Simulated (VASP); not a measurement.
# PtS2 in VASP: single point with PBE+D3(BJ)

Aim: the single point of PtS2 with PBE+D3(BJ).

Everything below comes from runs of VASP 6.6.1. Logs are shortened: lines on timing, memory, paths and dates and some standing lists are left out, and cuts for length are marked.

## Step 1: The cell of the first run

The cell holds a slab with vacuum, 6 atoms: a = 3.541 Å, b = 3.541 Å, c = 22.467 Å, α = 90.00°, β = 90.00°, γ = 120.00°.

## Step 2: Single point, PBE+D3(BJ)

INCAR

```
SYSTEM = PtS2
PREC     = Accurate       ! precision mode
ENCUT    = 520            ! plane-wave cutoff, eV
EDIFF    = 1E-6           ! SCF threshold, eV
ISMEAR   = 0              ! smearing method
SIGMA    = 0.05           ! smearing width, eV
LREAL    = .False.        ! projectors in reciprocal space
LASPH    = .True.         ! aspherical terms in the spheres
NELM     = 100            ! most SCF steps
ALGO     = Normal         ! electronic algorithm
ISIF     = 2              ! what is computed and relaxed
LWAVE    = .False.        ! write WAVECAR
LCHARG   = .True.         ! write CHGCAR
LDIPOL   = .True.       
IDIPOL   = 3            
DIPOL    = 0.5 0.5 0.389
GGA      = PE             ! functional
IVDW     = 12             ! dispersion correction
LELF     = .True.         ! ELF
LVHAR    = .True.       
LVACPOTAV= .True.       
NBANDS   = 31             ! bands
```

KPOINTS

```
Automatic mesh
0
Gamma
  9 9 1
  0 0 0
```

POSCAR

```
PtS2
1.0
    3.5414392908      0.0000000000      0.0000000000
   -1.7707196454      3.0669763918      0.0000000000
    0.0000000000      0.0000000000     22.4671527902
S Pt
4 2
Direct
    0.6666666667      0.3333333333      0.2002924021
    0.3333333333      0.6666666667      0.3107155495
    0.3333333333      0.6666666667      0.4679181410
    0.6666666667      0.3333333333      0.5783411720
    0.0000000000      0.0000000000      0.2555952714
    1.0000000000      1.0000000000      0.5230393028
```

Potentials or basis: VASP PAW PBE potentials, release 64 (S, Pt).

The run is started by

```console
> cat potpaw_PBE.64/S/POTCAR potpaw_PBE.64/Pt/POTCAR > POTCAR
> mpirun -np 1 vasp_std > vasp.out
```

OUTCAR:

```text
SYSTEM = PtS2
   PREC = Accurate
   ENCUT = 520
   EDIFF = 1E-6
   ISMEAR = 0
   LREAL = .False.
   LASPH = .True.
   NELM = 100
   ISIF = 2
   GGA = PE
   IVDW = 12
 IVDW          = 12

 ion  position               nearest neighbor table
   1  0.667  0.333  0.200-   5 2.39   5 2.39   5 2.39
   2  0.333  0.667  0.311-   5 2.39   5 2.39   5 2.39
   3  0.333  0.667  0.468-   6 2.39   6 2.39   6 2.39
   4  0.667  0.333  0.578-   6 2.39   6 2.39   6 2.39
   5  0.000  0.000  0.256-   2 2.39   2 2.39   2 2.39   1 2.39   1 2.39   1 2.39
   6  0.000  0.000  0.523-   3 2.39   3 2.39   3 2.39   4 2.39   4 2.39   4 2.39

  LATTYP: Found a hexagonal cell.
 ALAT       =     3.5414392908
 C/A-ratio  =     6.3440739613

  Lattice vectors:

 A1 = (   3.5414392908,   0.0000000000,   0.0000000000)
 A2 = (  -1.7707196454,   3.0669763918,   0.0000000000)
 A3 = (   0.0000000000,   0.0000000000,  22.4671527902)

Analysis of symmetry for initial positions (statically):
=====================================================================
 Subroutine PRICEL returns:
 Original cell was already a primitive cell.

 Routine SETGRP: Setting up the symmetry group for a
 hexagonal supercell.

 Subroutine GETGRP returns: Found 12 space group operations
 (whereof  6 operations were pure point group operations)
 out of a pool of 24 trial point group operations.

The static configuration has the point symmetry C_3v.
 The point group associated with its full space group is D_3h.

Analysis of symmetry for dynamics (positions and initial velocities):
=====================================================================
 Subroutine PRICEL returns:
 Original cell was already a primitive cell.

 Routine SETGRP: Setting up the symmetry group for a
 hexagonal supercell.

 Subroutine GETGRP returns: Found 12 space group operations
 (whereof  6 operations were pure point group operations)
 out of a pool of 24 trial point group operations.

The dynamic configuration has the point symmetry C_3v.
 The point group associated with its full space group is D_3h.

 Subroutine INISYM returns: Found 12 space group operations
 (whereof  6 operations are pure point group operations),
 and found     1 'primitive' translations

----------------------------------------------------------------------------------------

                                     Primitive cell

  volume of cell :     244.0272

  direct lattice vectors                    reciprocal lattice vectors
     3.541439291  0.000000000  0.000000000     0.282371069  0.163027013  0.000000000
    -1.770719645  3.066976392  0.000000000     0.000000000  0.326054026  0.000000000
     0.000000000  0.000000000 22.467152790     0.000000000  0.000000000  0.044509423

  length of vectors
     3.541439291  3.541439291 22.467152790     0.326054026  0.326054026  0.044509423

  position of ions in fractional coordinates (direct lattice)
     0.666666667  0.333333333  0.200292402
     0.333333333  0.666666667  0.310715550
     0.333333333  0.666666667  0.467918141
     0.666666667  0.333333333  0.578341172
     0.000000000  0.000000000  0.255595271
     0.000000000  0.000000000  0.523039303

  ion indices of the primitive-cell ions
   primitive index   ion index
                 1           1
                 2           2
                 3           3
                 4           4
                 5           5
                 6           6

----------------------------------------------------------------------------------------

 KPOINTS: Automatic mesh

Automatic generation of k-mesh.
 Grid dimensions read from file:
 generate k-points for:    9    9    1

 Generating k-lattice:

  Cartesian coordinates                     Fractional coordinates (reciprocal lattice)
     0.031374563  0.018114113  0.000000000     0.111111111 -0.000000000  0.000000000
     0.000000000  0.036228225  0.000000000     0.000000000  0.111111111  0.000000000
     0.000000000  0.000000000  0.044509423     0.000000000  0.000000000  1.000000000

  Length of vectors
     0.036228225  0.036228225  0.044509423

  Shift w.r.t. Gamma in fractional coordinates (k-lattice)
     0.000000000  0.000000000  0.000000000

 Subroutine IBZKPT returns following result:
 ===========================================

 Found     12 irreducible k-points:

 Following reciprocal coordinates:
            Coordinates               Weight
  0.000000  0.000000  0.000000      1.000000
  0.111111 -0.000000  0.000000      6.000000
  0.222222 -0.000000  0.000000      6.000000
  0.333333  0.000000  0.000000      6.000000
  0.444444 -0.000000  0.000000      6.000000
  0.111111  0.111111  0.000000      6.000000
  0.222222  0.111111  0.000000     12.000000
  0.333333  0.111111  0.000000     12.000000
  0.444444  0.111111  0.000000      6.000000
  0.222222  0.222222  0.000000      6.000000
  0.333333  0.222222  0.000000     12.000000
  0.333333  0.333333  0.000000      2.000000
   k-points           NKPTS =     12   k-points in BZ     NKDIM =     12   number of bands    NBANDS=     31
   number of dos      NEDOS =    301   number of ions     NIONS =      6
   total plane-waves  NPLWV = 131712
   dimension x,y,z NGX =    28 NGY =   28 NGZ =  168
   dimension x,y,z NGXF=    56 NGYF=   56 NGZF=  336
   ions per type =               4   2
   NGX,Y,Z   is equivalent  to a cutoff of  13.14, 13.14, 12.43 a.u.
   NGXF,Y,Z  is equivalent  to a cutoff of  26.29, 26.29, 24.86 a.u.
 SYSTEM =  PtS2
   PREC   = accura    normal or accurate (medium, high low for compatibility)
   ISTART =      0    job   : 0-new  1-cont  2-samecut
   ICHARG =      2    charge: 1-file 2-atom 10-const
   ISPIN  =      1    spin polarized calculation?
   LNONCOLLINEAR =      F non collinear calculations
   LSORBIT =      F    spin-orbit coupling
   LASPH  =      T    aspherical Exc in radial PAW
   ENCUT  =  520.0 eV  38.22 Ry    6.18 a.u.   6.58  6.58 41.77*2*pi/ulx,y,z
   NELM   =    100;   NELMIN=  2; NELMDL= -5     # of ELM steps
   EDIFF  = 0.1E-05   stopping-criterion for ELM
   LREAL  =      F    real-space projection
   EDIFFG = 0.1E-04   stopping-criterion for IOM
   NSW    =      0    number of steps for IOM
   IBRION =     -1    ionic relax: 0-MD 1-quasi-New 2-CG
   NFREE  =      0    steps in history (QN), initial steepest desc. (CG)
   ISIF   =      2    stress and relaxation
   ISYM   =      2    0-nonsym 1-usesym 2-fastsym
   POTIM  = 0.5000    time-step for ionic-motion
   TEBEG  =    0.0;   TEEND  =   0.0 temperature during run
   PSTRESS=    0.0 pullay stress
   NELECT =      44.0000    total number of electrons
   NUPDOWN=      -1.0000    fix difference up-down
   EMIN   =  10.00;   EMAX   =-10.00  energy-range for DOS
   EFERMI =   0.00;   METHOD = LEGACY
   ISMEAR =     0;   SIGMA  =   0.05  broadening in eV -4-tet -1-fermi 0-gaus
   EFERMI_NEDOS =   21; number of points for ismear=-14 and -15
   IALGO  =     38    algorithm
   IMIX   =      4    mixing-type and parameters
     AMIX     =   0.40;   BMIX     =  1.00
     AMIX_MAG =   1.60;   BMIX_MAG =  1.00
  volume/ion in A,a.u.               =      40.67       274.46
  Fermi-wavevector in a.u.,A,eV,Ry     =   0.924868  1.747747 11.638156  0.855380
  Thomas-Fermi vector in A             =   2.050660
   LORBIT       =      0    0 simple, 1 ext, 2 COOP (PROOUT), +10 PAW based schemes
   GGA     = PE    functional components
   LHFCALC =     F    Hartree Fock is set to
   AEXX    =    0.0000 exact exchange contribution
   IVDW    =    12    specifies the selected vdW correction
   LEPSILON=     F    determine dielectric tensor
   LRPA    =     F    only Hartree local field effects (RPA)
 non-spin polarized calculation
 Gauss-broadening in eV      SIGMA  =   0.05
  energy-cutoff  :      520.00
  volume of cell :      244.03
 maximum number of plane-waves:      6671
 NGX is ok and might be reduce to    28
   NGX = 13   NGY = 13   NGZ = 83

 dipolmoment           0.000000      0.000000     -0.000391 electrons x Angstroem

 number of electron      43.9999999 magnetization

 dipolmoment           0.000000      0.000000      0.000227 electrons x Angstroem

 Free energy of the ion-electron system (eV)
  ---------------------------------------------------
  ext. energy  EPLUGINS =         0.00000000
  ---------------------------------------------------
  free energy    TOTEN  =       -30.86656971 eV

  energy without entropy =      -30.86656971  energy(sigma->0) =      -30.86656971

 E-fermi :  -0.3152     XC(G=0):  -5.4670

 val. band max:       -0.5437791593   @ k =   0.1111   0.1111   0.0000
 cond. band min:       0.8506525216   @ k =   0.2222  -0.0000   0.0000
 fundamental gap:      1.3944316809
 Fermi energy:        -0.3152492424

 k-point     1 :       0.0000    0.0000    0.0000
  band No.  band energies     occupation
      1     -14.9103      2.00000
      2     -14.8697      2.00000
      3     -12.7327      2.00000
      4     -12.6357      2.00000
      5      -6.3922      2.00000
      6      -6.3922      2.00000
[... 23 lines left out ...]
     30       5.4603      0.00000
     31       5.5056      0.00000

 k-point     2 :       0.1111   -0.0000    0.0000
  band No.  band energies     occupation
      1     -14.7563      2.00000
      2     -14.7149      2.00000
      3     -12.7616      2.00000
      4     -12.6710      2.00000
      5      -6.4021      2.00000
      6      -6.3669      2.00000
[... 23 lines left out ...]
     30       5.8919      0.00000
     31       6.0962      0.00000

 k-point     3 :       0.2222   -0.0000    0.0000
  band No.  band energies     occupation
      1     -14.3296      2.00000
      2     -14.2861      2.00000
      3     -12.8360      2.00000
      4     -12.7605      2.00000
      5      -6.3565      2.00000
      6      -6.2711      2.00000
[... 295 lines left out ...]
     30       7.7025      0.00000
     31       7.7253      0.00000

 k-point    12 :       0.3333    0.3333    0.0000
  band No.  band energies     occupation
      1     -13.0250      2.00000
      2     -12.9494      2.00000
      3     -12.9468      2.00000
      4     -12.9268      2.00000
      5      -6.2355      2.00000
      6      -6.1955      2.00000
[... 23 lines left out ...]
     30       7.9827      0.00000
     31       8.1664      0.00000

------------------------ aborting loop because EDIFF is reached ----------------------------------------

 Edisp (eV)   -1.87571

 E8    (eV) :    -0.7773

  FORCE on cell =-STRESS in cart. coord.  units (eV):
  Direction    XX          YY          ZZ          XY          YZ          ZX
  --------------------------------------------------------------------------------------
  -------------------------------------------------------------------------------------
  Total      -0.38649    -0.38649    -0.26746    -0.00000     0.00000     0.00000
  in kB      -2.53755    -2.53755    -1.75604    -0.00000     0.00000     0.00000
  external pressure =       -2.28 kB  Pullay stress =        0.00 kB

 VOLUME and BASIS-vectors are now :
 -----------------------------------------------------------------------------
  energy-cutoff  :      520.00
  volume of cell :      244.03
      direct lattice vectors                 reciprocal lattice vectors
     3.541439291  0.000000000  0.000000000     0.282371069  0.163027013  0.000000000
    -1.770719645  3.066976392  0.000000000     0.000000000  0.326054026  0.000000000
     0.000000000  0.000000000 22.467152790     0.000000000  0.000000000  0.044509423

 POSITION                                       TOTAL-FORCE (eV/Angst)
 -----------------------------------------------------------------------------------
      1.77072      1.02233      4.50000         0.000000     -0.000000      0.040318
     -0.00000      2.04465      6.98089         0.000000     -0.000000     -0.039987
     -0.00000      2.04465     10.51279         0.000000     -0.000000      0.039987
      1.77072      1.02233     12.99368         0.000000      0.000000     -0.040318
      0.00000      0.00000      5.74250        -0.000000      0.000000     -0.000901
      0.00000      0.00000     11.75120        -0.000000      0.000000      0.000901
 -----------------------------------------------------------------------------------
    total drift:                                0.000000      0.000000      0.038866

  FREE ENERGIE OF THE ION-ELECTRON SYSTEM (eV)
  ---------------------------------------------------
  free  energy   TOTEN  =       -32.7422806148 eV

  energy  without entropy=      -32.7422806148  energy(sigma->0) =      -32.74228061

 vacuum level on the upper side and lower side of the slab         5.495         5.491
```

It took 73 s on 1 thread of Intel Xeon 6975P-C (Granite Rapids), shared host; peak memory 0.39 GiB.

What came out:

- Free energy: -32.7423 eV
- Largest force: 0.040 eV/Å
- Band gap on the k mesh: 1.39 eV, indirect (least direct gap 1.50 eV)
- Dispersion energy per atom: -0.313 eV

Forces on the atoms (eV/Å):
```
S    0.000  0.000  0.040
S    0.000  0.000 -0.040
S    0.000  0.000  0.040
S    0.000  0.000 -0.040
Pt   0.000  0.000 -0.001
Pt   0.000  0.000  0.001
```

Caveat: spin-orbit coupling is left out, which moves the levels of the heavy elements.
